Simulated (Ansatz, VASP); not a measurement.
# One calculation of C, two programs

File INCAR:

```
SYSTEM = C
ALGO = Normal
EDIFF = 1E-6
EDIFFG = -0.002
ENCUT = 600
GGA = PS
IBRION = 2
ISIF = 3
ISMEAR = -1
LASPH = .True.
LCHARG = .False.
LREAL = .False.
LWAVE = .False.
NELM = 60
NSW = 100
PREC = Accurate
SIGMA = 0.05
```

Contents of KPOINTS:

```
k-points
0
Gamma
  22 22 22
  0 0 0
```

File POSCAR:

```
C
1.0
    1.2280287114      0.7090027071      3.3470114498
   -1.2280287114      0.7090027071      3.3470114498
    0.0000000000     -1.4180054142      3.3470114498
C
2
Direct
    0.8360000000      0.8360000000      0.8360000000
    0.1640000000      0.1640000000      0.1640000000
```

Input for Ansatz:

```yaml
crystal:
  lattice:
    - [1.2280287114, 0.7090027071, 3.3470114498]
    - [-1.2280287114, 0.7090027071, 3.3470114498]
    - [0.0, -1.4180054142, 3.3470114498]
  atoms:
    - { symbol: C, position: [0.836, 0.836, 0.836] }
    - { symbol: C, position: [0.164, 0.164, 0.164] }
kpoints:
  mp_grid: { grid: [22, 22, 22] }
scf:
  occupations: { method: fermi_dirac, width: 0.05 }
hamiltonian:
  xc: pbesol
  pseudopotentials: { kind: paw }
relax:
  f_tol: 0.002
  max_steps: 80
  cell: {}
output:
  forces: true
  stress: true
```

Alike in both runs: task relaxation of cell and atoms; functional PBEsol; k mesh 22 × 22 × 22; occupations fermi-dirac, width 0.05 eV; no spin polarisation.

|  | VASP | Ansatz |
| --- | --- | --- |
| version | VASP 6.6.1 | Ansatz 0.2.0 |
| potentials or method | VASP PAW PBE potentials, release 64 (C) | PAW with Ansatz's default frozen-core files, scalar-relativistic |
| plane-wave cutoff (eV) | 600 | 420 |
| valence electrons in the cell | 8 | 8 |

Ansatz gave:

* relaxed volume (Å³/atom): 9.55
* relaxed length of the cell vector where the two differ most in proportion (Å): 3.914

**Question.** Which values does VASP return?

**Answer.** Relaxed volume (Å³/atom): 9.38; relaxed length of the cell vector where the two differ most in proportion (Å): 3.852.

VASP's potentials were made for PBE, not for PBEsol.
